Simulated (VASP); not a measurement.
**SbPb: single point with LDA**

The system is SbPb.

```
Sb Pb
1.0
     2.07582   -2.68033    0.00000
     2.07582    2.68033    0.00000
     0.00000    0.00000    5.45348
Sb Pb
1 1
Direct
  0.50000 0.50000 0.50000
  0.00000 0.00000 0.00000
```

```json
{
  "Program": "VASP 6.6.1",
  "Task": "single point",
  "Functional": "LDA",
  "Potentials or basis": "VASP PAW LDA potentials, release 64 (Sb, Pb_d)",
  "Cutoff": "500 eV",
  "k mesh": "4 × 4 × 3",
  "Occupations": "fermi-dirac, width 0.2 eV",
  "Spin": "no spin polarisation",
  "Dipole correction": "no",
  "Further INCAR settings": "ALGO = Normal; EDIFF = 1e-06; NBANDS = 16"
}
```

```
Pressure : -4.8 GPa
```

Stress tensor (GPa, compression positive):
```
-3.82  0.00  0.00
 0.00 -1.85  0.00
 0.00  0.00 -8.73
```

Levels at points of the mesh, in eV from the Fermi level:
| k point | band 6 | band 7 | band 8 | band 9 | band 10 | band 11 | band 12 | band 13 |
| --- | --- | --- | --- | --- | --- | --- | --- | --- |
| (0.00, 0.00, 0.00) | -11.86 | -8.14 | -4.34 | 1.83 | 3.18 | 6.01 | 6.11 | 6.24 |
| (0.50, 0.00, 0.00) | -8.85 | -8.57 | -2.78 | -2.31 | -0.93 | -0.17 | 3.16 | 4.51 |
| (0.50, 0.50, 0.00) | -7.93 | -5.75 | -4.32 | -1.97 | -0.66 | -0.63 | 1.88 | 3.62 |

Wall time 7.6 s on 1 thread of Intel(R) Xeon(R) 6975P-C (Granite Rapids), with other jobs on the host, peak memory 0.15 GiB.

Caveat: the k points lie up to 0.48 Å⁻¹ apart; spin-orbit coupling is left out, which moves the levels of the heavy elements.
